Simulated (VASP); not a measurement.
# InAs (I-4m2) in VASP: further runs

Runs on InAs. Level: PBEsol. Tasks: single point.

Everything below comes from runs of VASP 6.6.1. Logs are shortened: lines on timing, memory, paths and dates and some standing lists are left out, and cuts for length are marked.

## (1) The cell of the first run

Symmetry: I-4m2, No. 119, tetragonal system. The conventional cell has a = 3.823 Å, b = 3.823 Å, c = 6.485 Å, α = 90.00°, β = 90.00°, γ = 90.00°. In (site symmetry -4m2) has 4 As at 2.51 Å within 3.3 Å. As (site symmetry -4m2) has 4 In at 2.51 Å within 3.3 Å.

## (2) Single point, PBEsol (23.69 Å³/atom)

The input, INCAR:

```
PREC = Accurate ; ENCUT = 520
EDIFF = 1E-6 ; ISMEAR = 0
SIGMA = 0.15 ; LREAL = False
LASPH = True ; NELM = 60
ALGO = Normal ; ISIF = 2
LWAVE = False ; LCHARG = False
GGA = PS ; NBANDS = 16
```

The input, KPOINTS:

```
regular mesh
0
Gamma
  14 14 14
```

The input, POSCAR:

```
InAs
1.0
    0.0000000000      3.2425406972      2.7030182538
    2.7030182538      0.0000000000      2.7030182538
    2.7030182538      3.2425406972      0.0000000000
In As
1 1
Direct
    0.0000000000      0.0000000000      0.0000000000
    0.7500000000      0.7500000000      0.7500000000
```

Potentials or basis: VASP PAW PBE potentials, release 64 (In_d, As).

Run with:

```sh
$ cat potpaw_PBE.64/In_d/POTCAR potpaw_PBE.64/As/POTCAR > POTCAR
$ mpirun -np 1 vasp_std > vasp.out
```

OUTCAR:

```text
PREC = Accurate
   ENCUT = 520
   EDIFF = 1E-6
   ISMEAR = 0
   LREAL = False
   LASPH = True
   NELM = 60
   ISIF = 2
   GGA = PS

 ion  position               nearest neighbor table
   1  0.000  0.000  0.000-   2 2.51   2 2.51   2 2.51   2 2.51
   2  0.750  0.750  0.750-   1 2.51   1 2.51   1 2.51   1 2.51

  LATTYP: Found a body centered tetragonal cell.
 ALAT       =     3.8226450739
 C/A-ratio  =     1.6964905894

  Lattice vectors:

 A1 = (   0.0000000000,  -3.2425406972,   2.7030182538)
 A2 = (   0.0000000000,  -3.2425406972,  -2.7030182538)
 A3 = (   2.7030182538,   3.2425406972,   0.0000000000)

Analysis of symmetry for initial positions (statically):
=====================================================================
 Subroutine PRICEL returns:
 Original cell was already a primitive cell.

 Routine SETGRP: Setting up the symmetry group for a
 body centered tetragonal supercell.

 Subroutine GETGRP returns: Found  8 space group operations
 (whereof  8 operations were pure point group operations)
 out of a pool of 16 trial point group operations.

The static configuration has the point symmetry D_2d.

Analysis of symmetry for dynamics (positions and initial velocities):
=====================================================================
 Subroutine PRICEL returns:
 Original cell was already a primitive cell.

 Routine SETGRP: Setting up the symmetry group for a
 body centered tetragonal supercell.

 Subroutine GETGRP returns: Found  8 space group operations
 (whereof  8 operations were pure point group operations)
 out of a pool of 16 trial point group operations.

The dynamic configuration has the point symmetry D_2d.

 Subroutine INISYM returns: Found  8 space group operations
 (whereof  8 operations are pure point group operations),
 and found     1 'primitive' translations

----------------------------------------------------------------------------------------

                                     Primitive cell

  volume of cell :      47.3820

  direct lattice vectors                    reciprocal lattice vectors
     0.000000000  3.242540697  2.703018254    -0.184978403  0.154200069  0.184978403
     2.703018254  0.000000000  2.703018254     0.184978403 -0.154200069  0.184978403
     2.703018254  3.242540697  0.000000000     0.184978403  0.154200069 -0.184978403

  length of vectors
     4.221418938  3.822645074  4.221418938     0.303663762  0.303663762  0.303663762

  position of ions in fractional coordinates (direct lattice)
     0.000000000  0.000000000  0.000000000
     0.750000000  0.750000000  0.750000000

  ion indices of the primitive-cell ions
   primitive index   ion index
                 1           1
                 2           2

----------------------------------------------------------------------------------------

 KPOINTS: regular mesh

Automatic generation of k-mesh.
 Grid dimensions read from file:
 generate k-points for:   14   14   14

 Generating k-lattice:

  Cartesian coordinates                     Fractional coordinates (reciprocal lattice)
    -0.013212743  0.011014291  0.013212743     0.071428571  0.000000000 -0.000000000
     0.013212743 -0.011014291  0.013212743     0.000000000  0.071428571  0.000000000
     0.013212743  0.011014291 -0.013212743    -0.000000000  0.000000000  0.071428571

  Length of vectors
     0.021690269  0.021690269  0.021690269

  Shift w.r.t. Gamma in fractional coordinates (k-lattice)
     0.000000000  0.000000000  0.000000000

 Subroutine IBZKPT returns following result:
 ===========================================

 Found    244 irreducible k-points:

 Following reciprocal coordinates:
            Coordinates               Weight
  0.000000  0.000000  0.000000      1.000000
  0.071429  0.000000  0.000000      8.000000
  0.142857  0.000000  0.000000      8.000000
  0.214286  0.000000  0.000000      8.000000
  0.285714  0.000000  0.000000      8.000000
  0.357143  0.000000  0.000000      8.000000
[... 16 lines left out ...]
  0.214286  0.142857  0.000000     16.000000
  0.285714  0.142857 -0.000000     16.000000
 [... further k-points ...]
   k-points           NKPTS =    244   k-points in BZ     NKDIM =    244   number of bands    NBANDS=     16
   number of dos      NEDOS =    301   number of ions     NIONS =      2
   total plane-waves  NPLWV =  28672
   dimension x,y,z NGX =    32 NGY =   28 NGZ =   32
   dimension x,y,z NGXF=    64 NGYF=   56 NGZF=   64
   ions per type =               1   1
   NGX,Y,Z   is equivalent  to a cutoff of  12.60, 12.18, 12.60 a.u.
   NGXF,Y,Z  is equivalent  to a cutoff of  25.20, 24.35, 25.20 a.u.
 SYSTEM =  unknown system
   PREC   = accura    normal or accurate (medium, high low for compatibility)
   ISTART =      0    job   : 0-new  1-cont  2-samecut
   ICHARG =      2    charge: 1-file 2-atom 10-const
   ISPIN  =      1    spin polarized calculation?
   LNONCOLLINEAR =      F non collinear calculations
   LSORBIT =      F    spin-orbit coupling
   LASPH  =      T    aspherical Exc in radial PAW
   ENCUT  =  520.0 eV  38.22 Ry    6.18 a.u.   7.85  7.11  7.85*2*pi/ulx,y,z
   NELM   =     60;   NELMIN=  2; NELMDL= -5     # of ELM steps
   EDIFF  = 0.1E-05   stopping-criterion for ELM
   LREAL  =      F    real-space projection
   EDIFFG = 0.1E-04   stopping-criterion for IOM
   NSW    =      0    number of steps for IOM
   IBRION =     -1    ionic relax: 0-MD 1-quasi-New 2-CG
   NFREE  =      0    steps in history (QN), initial steepest desc. (CG)
   ISIF   =      2    stress and relaxation
   ISYM   =      2    0-nonsym 1-usesym 2-fastsym
   POTIM  = 0.5000    time-step for ionic-motion
   TEBEG  =    0.0;   TEEND  =   0.0 temperature during run
   PSTRESS=    0.0 pullay stress
   NELECT =      18.0000    total number of electrons
   NUPDOWN=      -1.0000    fix difference up-down
   EMIN   =  10.00;   EMAX   =-10.00  energy-range for DOS
   EFERMI =   0.00;   METHOD = LEGACY
   ISMEAR =     0;   SIGMA  =   0.15  broadening in eV -4-tet -1-fermi 0-gaus
   EFERMI_NEDOS =   21; number of points for ismear=-14 and -15
   IALGO  =     38    algorithm
   IMIX   =      4    mixing-type and parameters
     AMIX     =   0.40;   BMIX     =  1.00
     AMIX_MAG =   1.60;   BMIX_MAG =  1.00
  volume/ion in A,a.u.               =      23.69       159.87
  Fermi-wavevector in a.u.,A,eV,Ry     =   1.185663  2.240578 19.127020  1.405796
  Thomas-Fermi vector in A             =   2.321852
   LORBIT       =      0    0 simple, 1 ext, 2 COOP (PROOUT), +10 PAW based schemes
   GGA     = PS    functional components
   LHFCALC =     F    Hartree Fock is set to
   AEXX    =    0.0000 exact exchange contribution
   IVDW    =     0    specifies the selected vdW correction
   LEPSILON=     F    determine dielectric tensor
   LRPA    =     F    only Hartree local field effects (RPA)
 non-spin polarized calculation
 Gauss-broadening in eV      SIGMA  =   0.15
  energy-cutoff  :      520.00
  volume of cell :       47.38
 maximum number of plane-waves:      1293
   NGX = 15   NGY = 15   NGZ = 15

 number of electron      18.0000001 magnetization

 Free energy of the ion-electron system (eV)
  ---------------------------------------------------
  ext. energy  EPLUGINS =         0.00000000
  ---------------------------------------------------
  free energy    TOTEN  =        -8.01121155 eV

  energy without entropy =       -8.01084626  energy(sigma->0) =       -8.01102891

 E-fermi :   6.5838     XC(G=0): -10.0042

 val. band max:        6.4909444189   @ k =   0.0000   0.0000   0.0000
 cond. band min:       6.7117217554   @ k =   0.5000   0.0000   0.0000
 fundamental gap:      0.2207773365
 Fermi energy:         6.5838092630

 k-point     1 :       0.0000    0.0000    0.0000
  band No.  band energies     occupation
      1      -8.7358      2.00000
      2      -8.6460      2.00000
      3      -8.6460      2.00000
      4      -8.5226      2.00000
      5      -8.4814      2.00000
      6      -6.8365      2.00000
[... 8 lines left out ...]
     15      14.5227      0.00000
     16      14.6449      0.00000

 k-point     2 :       0.0714    0.0000    0.0000
  band No.  band energies     occupation
      1      -8.7361      2.00000
      2      -8.6572      2.00000
      3      -8.6431      2.00000
      4      -8.5186      2.00000
      5      -8.4828      2.00000
      6      -6.7665      2.00000
[... 8 lines left out ...]
     15      14.5334      0.00000
     16      15.3482      0.00000

 k-point     3 :       0.1429    0.0000    0.0000
  band No.  band energies     occupation
      1      -8.7462      2.00000
      2      -8.6755      2.00000
      3      -8.6354      2.00000
      4      -8.5091      2.00000
      5      -8.4867      2.00000
      6      -6.5627      2.00000
[... 8 lines left out ...]
     15      15.1399      0.00000
     16      16.1608      0.00000

 k-point     4 :       0.2143    0.0000    0.0000
  band No.  band energies     occupation
      1      -8.7799      2.00000
      2      -8.6774      2.00000
      3      -8.6247      2.00000
      4      -8.4965      2.00000
      5      -8.4917      2.00000
      6      -6.2422      2.00000
[... 8 lines left out ...]
     15      15.5819      0.00000
     16      15.5874      0.00000

 k-point     5 :       0.2857    0.0000    0.0000
  band No.  band energies     occupation
      1      -8.8231      2.00000
      2      -8.6698      2.00000
      3      -8.6139      2.00000
      4      -8.4962      2.00000
      5      -8.4815      2.00000
      6      -5.8324      2.00000
[... 8 lines left out ...]
     15      15.4050      0.00000
     16      15.8559      0.00000

 k-point     6 :       0.3571    0.0000    0.0000
  band No.  band energies     occupation
      1      -8.8610      2.00000
      2      -8.6624      2.00000
      3      -8.6055      2.00000
      4      -8.4989      2.00000
      5      -8.4664      2.00000
      6      -5.3833      2.00000
[... 8 lines left out ...]
     15      15.7037      0.00000
     16      16.7170      0.00000

 k-point     7 :       0.4286    0.0000    0.0000
  band No.  band energies     occupation
      1      -8.8863      2.00000
      2      -8.6579      2.00000
      3      -8.6007      2.00000
      4      -8.4997      2.00000
      5      -8.4548      2.00000
      6      -4.9942      2.00000
[... 8 lines left out ...]
     15      16.3695      0.00000
     16      17.4935      0.00000

 k-point     8 :       0.5000    0.0000    0.0000
  band No.  band energies     occupation
      1      -8.8952      2.00000
      2      -8.6564      2.00000
      3      -8.5992      2.00000
      4      -8.4998      2.00000
      5      -8.4505      2.00000
      6      -4.8295      2.00000
[... 8 lines left out ...]
     15      16.8847      0.00000
     16      17.2895      0.00000

 k-point     9 :       0.0714    0.0714    0.0000
  band No.  band energies     occupation
      1      -8.7262      2.00000
      2      -8.6719      2.00000
      3      -8.6426      2.00000
      4      -8.5176      2.00000
      5      -8.4845      2.00000
      6      -6.7326      2.00000
[... 8 lines left out ...]
     15      15.0116      0.00000
     16      15.0258      0.00000
[... 172 lines left out ...]
 k-point    19 :      -0.2143    0.0714   -0.0000
  band No.  band energies     occupation
      1      -8.8022      2.00000
      2      -8.6662      2.00000
      3      -8.6200      2.00000
      4      -8.4973      2.00000
      5      -8.4868      2.00000
      6      -6.0840      2.00000
[... 8 lines left out ...]
     15      15.1491      0.00000
     16      16.3653      0.00000

 k-point    20 :      -0.1429    0.0714    0.0000
  band No.  band energies     occupation
      1      -8.7684      2.00000
      2      -8.6673      2.00000
      3      -8.6303      2.00000
      4      -8.5049      2.00000
      5      -8.4865      2.00000
      6      -6.4288      2.00000
[... 8 lines left out ...]
     15      15.4182      0.00000
     16      15.9480      0.00000

 k-point    21 :      -0.0714    0.0714    0.0000
  band No.  band energies     occupation
      1      -8.7475      2.00000
      2      -8.6607      2.00000
      3      -8.6385      2.00000
      4      -8.5135      2.00000
      5      -8.4837      2.00000
      6      -6.6625      2.00000
[... 8 lines left out ...]
     15      14.9150      0.00000
     16      16.1015      0.00000

 k-point    22 :       0.1429    0.1429    0.0000
  band No.  band energies     occupation
      1      -8.7333      2.00000
      2      -8.6993      2.00000
      3      -8.6325      2.00000
      4      -8.5118      2.00000
      5      -8.4896      2.00000
      6      -6.4345      2.00000
[... 8 lines left out ...]
     15      14.4164      0.00000
     16      16.0165      0.00000

 k-point    23 :       0.2143    0.1429    0.0000
  band No.  band energies     occupation
      1      -8.7750      2.00000
      2      -8.6795      2.00000
      3      -8.6243      2.00000
      4      -8.5135      2.00000
      5      -8.4869      2.00000
      6      -6.1835      2.00000
[... 8 lines left out ...]
     15      14.5602      0.00000
     16      16.5105      0.00000

 k-point    24 :       0.2857    0.1429   -0.0000
  band No.  band energies     occupation
      1      -8.8193      2.00000
      2      -8.6611      2.00000
      3      -8.6144      2.00000
      4      -8.5170      2.00000
      5      -8.4786      2.00000
      6      -5.8305      2.00000
[... 8 lines left out ...]
     15      15.2262      0.00000
     16      17.0084      0.00000

 [... further k-points ...]

------------------------ aborting loop because EDIFF is reached ----------------------------------------

  FORCE on cell =-STRESS in cart. coord.  units (eV):
  Direction    XX          YY          ZZ          XY          YZ          ZX
  --------------------------------------------------------------------------------------
  -------------------------------------------------------------------------------------
  Total        4.7976892      2.4245710      4.7976892      0.0000000      0.0000000      0.0000000
  in kB      162.2293022     81.9845650    162.2293022      0.0000000      0.0000000      0.0000000
  external PRESSURE =     135.4810565 kB  Pullay stress =       0.0000000 kB

 VOLUME and BASIS-vectors are now :
 -----------------------------------------------------------------------------
  energy-cutoff  :      520.00
  volume of cell :       47.38
      direct lattice vectors                 reciprocal lattice vectors
     0.000000000  3.242540697  2.703018254    -0.184978403  0.154200069  0.184978403
     2.703018254  0.000000000  2.703018254     0.184978403 -0.154200069  0.184978403
     2.703018254  3.242540697  0.000000000     0.184978403  0.154200069 -0.184978403

 POSITION                                       TOTAL-FORCE (eV/Angst)
 -----------------------------------------------------------------------------------
      0.00000      0.00000      0.00000        -0.000000     -0.000000     -0.000000
      4.05453      4.86381      4.05453         0.000000      0.000000      0.000000
 -----------------------------------------------------------------------------------
    total drift:                               -0.000006      0.000004     -0.000006

  FREE ENERGIE OF THE ION-ELECTRON SYSTEM (eV)
  ---------------------------------------------------
  free  energy   TOTEN  =        -8.0112115544 eV

  energy  without entropy=       -8.0108462564  energy(sigma->0) =       -8.01102891
```

Wall time 3.7 min (1 thread of Intel Xeon 8259CL, shared host); peak memory 0.32 GiB.

Results:

```yaml
Free_energy: -8.0112 eV
Pressure: 13.5 GPa
Band_gap_on_the_k_mesh: zero (filled and empty bands touch)
```

Caveat: the stress differs along the axes, from 8 to 16 GPa; semilocal functionals underestimate gaps, and a narrow one can read as zero; the PAW data sets were made with another functional, which shifts forces and pressure a little; spin-orbit coupling is left out, which moves the levels of the heavy elements.

[end of part 1 of 2]

The gap in the log of VASP goes by the Fermi energy; the results here count the filled bands.